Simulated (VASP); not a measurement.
# RbBr (P6_3/mmc) in VASP: further runs

The runs below take RbBr through single point, with r2SCAN.

All numbers are computed with VASP 6.6.1; they aren't measurements. Logs are shortened: lines on timing, memory, paths and dates and some standing lists are left out, and cuts for length are marked.

**1. The cell of the first run**

The structure is hexagonal, space group P6_3/mmc (No. 194). The conventional cell has a = 4.674 Å, b = 4.674 Å, c = 8.238 Å, α = 90.00°, β = 90.00°, γ = 120.00°. Rb (site symmetry -3m) has 6 Br at 3.39 Å and 2 Rb at 4.12 Å within 4.5 Å. Within 4.5 Å of Br (site symmetry -6m2) lie 6 Rb at 3.39 Å.

**2. Single point, r2SCAN (volume changed by -6%)**

The input, POSCAR:

```
RbBr
1.0
    4.6736921262      0.0000000000      0.0000000000
   -2.3368460631      4.0475361108      0.0000000000
    0.0000000000      0.0000000000      8.2384700730
Rb Br
2 2
Direct
    0.0000000000      0.0000000000      0.0000000000
    0.0000000000      0.0000000000      0.5000000000
    0.3333333333      0.6666666667      0.2500000000
    0.6666666667      0.3333333333      0.7500000000
```

The input, INCAR.step1:

```
PREC = Accurate
ENCUT = 520
ISMEAR = 0
SIGMA = 0.01
LREAL = F
LASPH = T
NELM = 80
NBANDS = 24
GGA = PE
ALGO = Normal
EDIFF = 1E-4
LWAVE = T
LCHARG = F
```

The input, INCAR.step2:

```
PREC = Accurate
ENCUT = 520
EDIFF = 1E-6
ISMEAR = 0
SIGMA = 0.01
LREAL = F
LASPH = T
NELM = 80
ALGO = Normal
ISIF = 2
LWAVE = F
LCHARG = F
METAGGA = R2SCAN
LMIXTAU = T
NBANDS = 24
ISTART = 1
```

The input, KPOINTS:

```
Automatic mesh
0
Gamma
  6 6 4
```

Potentials or basis: VASP PAW PBE potentials, release 64 (Rb_sv, Br).

On the command line:

```bash
$ cat potpaw_PBE.64/Rb_sv/POTCAR potpaw_PBE.64/Br/POTCAR > POTCAR
$ cp INCAR.step1 INCAR
$ mpirun -np 1 vasp_std > vasp.out
$ cp INCAR.step2 INCAR
$ mpirun -np 1 vasp_std > vasp.out
```

OUTCAR:

```text
PREC = Accurate
   ENCUT = 520
   EDIFF = 1E-6
   ISMEAR = 0
   LREAL = F
   LASPH = T
   NELM = 80
   ISIF = 2
   METAGGA = R2SCAN
   ISTART = 1

 ion  position               nearest neighbor table
   1  0.000  0.000  0.000-   3 3.39   4 3.39   4 3.39   3 3.39   4 3.39   3 3.39   2 4.12   2 4.12

   2  0.000  0.000  0.500-   3 3.39   4 3.39   4 3.39   3 3.39   4 3.39   3 3.39   1 4.12   1 4.12

   3  0.333  0.667  0.250-   1 3.39   2 3.39   1 3.39   2 3.39   1 3.39   2 3.39
   4  0.667  0.333  0.750-   1 3.39   2 3.39   1 3.39   2 3.39   1 3.39   2 3.39

  LATTYP: Found a hexagonal cell.
 ALAT       =     4.6736921262
 C/A-ratio  =     1.7627327283

  Lattice vectors:

 A1 = (   4.6736921262,   0.0000000000,   0.0000000000)
 A2 = (  -2.3368460631,   4.0475361108,   0.0000000000)
 A3 = (   0.0000000000,   0.0000000000,   8.2384700730)

Analysis of symmetry for initial positions (statically):
=====================================================================
 Subroutine PRICEL returns:
 Original cell was already a primitive cell.

 Routine SETGRP: Setting up the symmetry group for a
 hexagonal supercell.

 Subroutine GETGRP returns: Found 24 space group operations
 (whereof 12 operations were pure point group operations)
 out of a pool of 24 trial point group operations.

The static configuration has the point symmetry D_3d.
 The point group associated with its full space group is D_6h.

Analysis of symmetry for dynamics (positions and initial velocities):
=====================================================================
 Subroutine PRICEL returns:
 Original cell was already a primitive cell.

 Routine SETGRP: Setting up the symmetry group for a
 hexagonal supercell.

 Subroutine GETGRP returns: Found 24 space group operations
 (whereof 12 operations were pure point group operations)
 out of a pool of 24 trial point group operations.

The dynamic configuration has the point symmetry D_3d.
 The point group associated with its full space group is D_6h.

 Subroutine INISYM returns: Found 24 space group operations
 (whereof 12 operations are pure point group operations),
 and found     1 'primitive' translations

----------------------------------------------------------------------------------------

                                     Primitive cell

  volume of cell :     155.8466

[... 86 lines left out ...]
   ENCUT  =  520.0 eV  38.22 Ry    6.18 a.u.   8.69  8.69 15.32*2*pi/ulx,y,z
   NELM   =     80;   NELMIN=  2; NELMDL=  0     # of ELM steps
   EDIFF  = 0.1E-05   stopping-criterion for ELM
   LREAL  =      F    real-space projection
   EDIFFG = 0.1E-04   stopping-criterion for IOM
   NSW    =      0    number of steps for IOM
   IBRION =     -1    ionic relax: 0-MD 1-quasi-New 2-CG
   NFREE  =      0    steps in history (QN), initial steepest desc. (CG)
   ISIF   =      2    stress and relaxation
   ISYM   =      2    0-nonsym 1-usesym 2-fastsym
   POTIM  = 0.5000    time-step for ionic-motion
   TEBEG  =    0.0;   TEEND  =   0.0 temperature during run
   PSTRESS=    0.0 pullay stress
   NELECT =      32.0000    total number of electrons
   NUPDOWN=      -1.0000    fix difference up-down
   EMIN   =  10.00;   EMAX   =-10.00  energy-range for DOS
   EFERMI =   0.00;   METHOD = LEGACY
   ISMEAR =     0;   SIGMA  =   0.01  broadening in eV -4-tet -1-fermi 0-gaus
   EFERMI_NEDOS =   21; number of points for ismear=-14 and -15
   IALGO  =     38    algorithm
   IMIX   =      4    mixing-type and parameters
     AMIX     =   0.40;   BMIX     =  1.00
     AMIX_MAG =   1.60;   BMIX_MAG =  1.00
  volume/ion in A,a.u.               =      38.96       262.93
  Fermi-wavevector in a.u.,A,eV,Ry     =   0.965811  1.825119 12.691403  0.932792
  Thomas-Fermi vector in A             =   2.095560
   LORBIT       =      0    0 simple, 1 ext, 2 COOP (PROOUT), +10 PAW based schemes
   METAGGA = R2SCAN    functional components
   LHFCALC =     F    Hartree Fock is set to
   AEXX    =    0.0000 exact exchange contribution
   IVDW    =     0    specifies the selected vdW correction
   LEPSILON=     F    determine dielectric tensor
   LRPA    =     F    only Hartree local field effects (RPA)
 non-spin polarized calculation
 Gauss-broadening in eV      SIGMA  =   0.01
  energy-cutoff  :      520.00
  volume of cell :      155.85
 maximum number of plane-waves:      4217
 NGX is ok and might be reduce to    36
   NGX = 17   NGY = 17   NGZ = 31

 number of electron      31.9999999 magnetization

 Free energy of the ion-electron system (eV)
  ---------------------------------------------------
  ext. energy  EPLUGINS =         0.00000000
  ---------------------------------------------------
  free energy    TOTEN  =       -62.17892314 eV

  energy without entropy =      -62.17892314  energy(sigma->0) =      -62.17892314

 E-fermi :  -1.8134     XC(G=0):  -7.7674

 val. band max:       -1.9646316515   @ k =   0.0000   0.0000   0.0000
 cond. band min:       3.0388766442   @ k =   0.0000   0.0000   0.0000
 fundamental gap:      5.0035082957
 Fermi energy:        -1.8134359063

 k-point     1 :       0.0000    0.0000    0.0000
  band No.  band energies     occupation
      1     -27.2211      2.00000
      2     -27.1985      2.00000
      3     -14.7447      2.00000
      4     -14.6628      2.00000
      5     -10.7558      2.00000
      6     -10.7546      2.00000
[... 556 lines left out ...]
     23       7.6885      0.00000
     24       7.6885      0.00000

------------------------ aborting loop because EDIFF is reached ----------------------------------------

  FORCE on cell =-STRESS in cart. coord.  units (eV):
  Direction    XX          YY          ZZ          XY          YZ          ZX
  --------------------------------------------------------------------------------------
  -------------------------------------------------------------------------------------
  Total        0.9976119      0.9976119      1.1190104      0.0000000      0.0000000      0.0000000
  in kB       10.2559247     10.2559247     11.5039583      0.0000000      0.0000000      0.0000000
  external PRESSURE =      10.6719359 kB  Pullay stress =       0.0000000 kB

 VOLUME and BASIS-vectors are now :
 -----------------------------------------------------------------------------
  energy-cutoff  :      520.00
  volume of cell :      155.85
      direct lattice vectors                 reciprocal lattice vectors
     4.673692126  0.000000000  0.000000000     0.213963602  0.123531943  0.000000000
    -2.336846063  4.047536111  0.000000000     0.000000000  0.247063886  0.000000000
     0.000000000  0.000000000  8.238470073     0.000000000  0.000000000  0.121381760

 POSITION                                       TOTAL-FORCE (eV/Angst)
 -----------------------------------------------------------------------------------
      0.00000      0.00000      0.00000        -0.000000      0.000000      0.000000
      0.00000      0.00000      4.11924         0.000000      0.000000      0.000000
     -0.00000      2.69836      2.05962         0.000000     -0.000000     -0.000000
      2.33685      1.34918      6.17885        -0.000000      0.000000      0.000000
 -----------------------------------------------------------------------------------
    total drift:                               -0.000000      0.000000     -0.000000

  FREE ENERGIE OF THE ION-ELECTRON SYSTEM (eV)
  ---------------------------------------------------
  free  energy   TOTEN  =       -62.1789231374 eV

  energy  without entropy=      -62.1789231374  energy(sigma->0) =      -62.17892314
```

It took 3.9 min on 1 thread of Intel Xeon Platinum 8375C at 2.90GHz (Ice Lake), shared host; peak memory 0.34 GiB.

What came out:

| Property | Result |
| --- | --- |
| Free energy | -62.1789 eV |
| Pressure | 1.1 GPa |
| Band gap on the k mesh | 5.00 eV, direct |

Stress tensor (GPa, compression positive):
```
1.03 0.00 0.00
0.00 1.03 0.00
0.00 0.00 1.15
```

Levels at points of the mesh, in eV from the valence-band top:
```tsv
k point	band 14	band 15	band 16	band 17	band 18	band 19
(0.00, 0.00, 0.00)	-0.13	0.00	0.00	5.00	6.83	7.34
(0.50, 0.00, 0.00)	-0.39	-0.33	-0.16	6.31	7.40	7.64
(0.00, 0.00, 0.50)	-0.16	-0.16	-0.16	6.23	6.23	7.58
(0.50, 0.00, 0.50)	-0.40	-0.28	-0.28	6.96	6.96	7.65
```

Caveat: the PAW data sets were made with another functional, which shifts forces and pressure a little. A k mesh can miss the band edges.

[end of part 1 of 2]
